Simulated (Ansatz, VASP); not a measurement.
## Mg in VASP and in Ansatz

```
Mg
1.0
     3.19503    0.00000    0.00000
    -1.59751    2.76697    0.00000
     0.00000    0.00000    5.10777
Mg
2
Direct
  0.33333 0.66667 0.25000
  0.66667 0.33333 0.75000
```

Alike in both runs: functional r2SCAN; k mesh 15 × 15 × 8; occupations gaussian, width 0.1 eV; no spin polarisation.

Ansatz relaxed the structure, and its values are those at the end. VASP's run is a single point on that final structure, the one shown.

|  | VASP | Ansatz |
| --- | --- | --- |
| version | VASP 6.6.1 | Ansatz 0.2.0 |
| potentials or method | VASP PAW PBE potentials, release 64 (Mg), cutoff 520 eV | scalar-relativistic, plane waves, PAW |
| valence electrons in the cell | 4 | 20 |

Ansatz gave:

- gap on the k mesh at the Fermi level (eV): none
- pressure (GPa): 0.0

Q: What did VASP give for the same quantities?

A: gap on the k mesh at the Fermi level (eV): none; pressure (GPa): -0.3.

VASP's potentials were made for PBE, not for r2SCAN. A gap of «none» marks a metal or a gap that the smearing closes. With one functional, cell and mesh, what is left measures potentials, basis and numerics. VASP's potentials hold 4 valence electrons a cell and Ansatz's 20, so a difference there can come from the potentials and not from the codes.
